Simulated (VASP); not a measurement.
**CdSe: single point with PBE**

CdSe:

```
Cd Se
1.0
     3.48425    0.00000    0.00000
     0.00000    3.48425    0.00000
     0.00000    0.00000    3.48425
Cd Se
1 1
Direct
  0.50000 0.50000 0.50000
  0.00000 0.00000 0.00000
```

```yaml
Program: VASP 6.6.1
Task: single point
Functional: PBE
Potentials_or_basis: VASP PAW PBE potentials, release 64 (Cd, Se)
Cutoff: 520 eV
k_mesh: 8 × 8 × 8
Occupations: fermi-dirac, width 0.05 eV
Spin: no spin polarisation
```

The pressure is 4.5 GPa and the band gap on the k mesh is zero (band 9 reaches 4.00 eV, above the bottom of band 10 at 2.57 eV).

Levels at points of the mesh, in eV from the Fermi level:
```csv
k point,band 5,band 6,band 7,band 8,band 9,band 10,band 11,band 12,band 13,band 14
"(0.00, 0.00, 0.00)",-8.39,-8.39,-1.41,-1.27,-1.27,-1.27,6.09,6.09,11.12,11.12
"(0.50, 0.00, 0.00)",-8.63,-8.37,-6.25,0.10,0.10,2.85,4.29,6.68,6.68,6.93
"(0.50, 0.50, 0.00)",-8.20,-8.10,-4.72,-4.72,-1.52,0.21,7.41,7.41,8.27,10.40
"(0.50, 0.50, 0.50)",-8.19,-8.19,-2.29,-2.29,-2.29,1.30,1.30,1.30,1.86,17.56
```

It took 18 s on 1 thread of Intel(R) Xeon(R) Platinum 8259CL CPU @ 2.50GHz (Skylake/Cascade Lake), on a shared host, peak memory 0.17 GiB.
